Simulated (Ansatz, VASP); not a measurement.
C in VASP and in Ansatz

Contents of INCAR:

```
PREC = Accurate
ENCUT = 600
EDIFF = 1E-6
ISMEAR = 0
SIGMA = 0.01
LREAL = F
LASPH = T
NELM = 120
ALGO = Normal
ISIF = 2
LWAVE = F
LCHARG = T
GGA = PS
LELF = T
LVHAR = T
NBANDS = 11
GGA_COMPAT = F
```

File KPOINTS:

```
Automatic mesh
0
Gamma
  9 9 9
```

POSCAR

```
C
1.0
    0.0000000000      1.7683829889      1.7683829889
    1.7683829889      0.0000000000      1.7683829889
    1.7683829889      1.7683829889      0.0000000000
C
2
Direct
    0.0000000000      0.0000000000      0.0000000000
    0.2500000000      0.2500000000      0.2500000000
```

Input for Ansatz:

```yaml
crystal:
  lattice:
    - [0.0, 1.7683829889192064, 1.7683829889192064]
    - [1.7683829889192064, 0.0, 1.7683829889192064]
    - [1.7683829889192064, 1.7683829889192064, 0.0]
  atoms:
    - { symbol: C, position: [0.0, 0.0, 0.0] }
    - { symbol: C, position: [0.25, 0.25, 0.25] }
basis:
  ecutwfc: 550.0
kpoints:
  mp_grid:
    grid: [9, 9, 9]
hamiltonian:
  xc: pbesol
scf:
  occupations:
    method: fixed
output:
  stress: true
```

Alike in both runs: task single point; functional PBEsol; k mesh 9 × 9 × 9; no spin polarisation.

|  | VASP | Ansatz |
| --- | --- | --- |
| version | VASP 6.6.1 | Ansatz 0.2.0 |
| potentials or method | VASP PAW PBE potentials, release 64 (C), cutoff 600 eV | plane waves, PAW |
| occupations | gaussian, width 0.01 eV | fixed |
| valence electrons in the cell | 8 | 8 |

VASP gave:

| Property | Result |
| --- | --- |
| pressure (GPa) | 7.2 |

Task: What did Ansatz give for the same quantities?

Result: Pressure (GPa): 6.7.

VASP's potentials were made for PBE, not for PBEsol.
